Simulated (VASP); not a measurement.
CH3: single point with PBE+D3(BJ)

CH3, in a box:

```xyz
4
Lattice="15.0000 0.0000 0.0000 0.0000 15.5000 0.0000 0.0000 0.0000 16.0000" Properties=species:S:1:pos:R:3 pbc="T T T"
C     7.5000    7.7500    7.9999
H     8.5856    7.7414    7.9812
H     6.9651    8.6943    8.0341
H     6.9493    6.8143    7.9847
```

```yaml
Program: VASP 6.6.1
Task: single point
Functional: PBE
Dispersion: D3(BJ)
Potentials_or_basis: VASP PAW PBE potentials, release 64 (C, H)
Cutoff: 520 eV
k_mesh: 1 × 1 × 1
Occupations: gaussian, width 0.005 eV
Spin: collinear spin
Starting_moments: "[1.0, 0.0, 0.0, 0.0] μB"
```

```
Largest force                                         : 0.019 eV/Å
Gap between the frontier levels                       : 2.52 eV
Net moment                                            : 1.00 μB per cell
Site moments                                          : C +0.48; H -0.01 μB
Valence electrons inside the program's atomic spheres : C 2.51; H 0.69
Dispersion energy per atom                            : -0.006 eV
```

Forces on the atoms (eV/Å):
```
C    0.000 -0.001  0.000
H    0.019  0.000 -0.001
H   -0.009  0.016  0.001
H   -0.009 -0.015 -0.001
```

Levels at points of the mesh, in eV from the valence-band top:
Spin up:
| k point | band 1 | band 2 | band 3 | band 4 | band 5 | band 6 | band 7 | band 8 | band 9 |
| --- | --- | --- | --- | --- | --- | --- | --- | --- | --- |
| (0.00, 0.00, 0.00) | -11.44 | -4.79 | -4.79 | 0.00 | 4.92 | 5.61 | 5.80 | 5.81 | 5.83 |
Spin down:
| k point | band 1 | band 2 | band 3 | band 4 | band 5 | band 6 |
| --- | --- | --- | --- | --- | --- | --- |
| (0.00, 0.00, 0.00) | -10.51 | -4.52 | -4.52 | 2.52 | 5.14 | 5.66 |

Run time: 6.6 min on 1 thread of Intel(R) Xeon(R) 6975P-C (Granite Rapids) (shared host), peak memory 3.5 GiB.
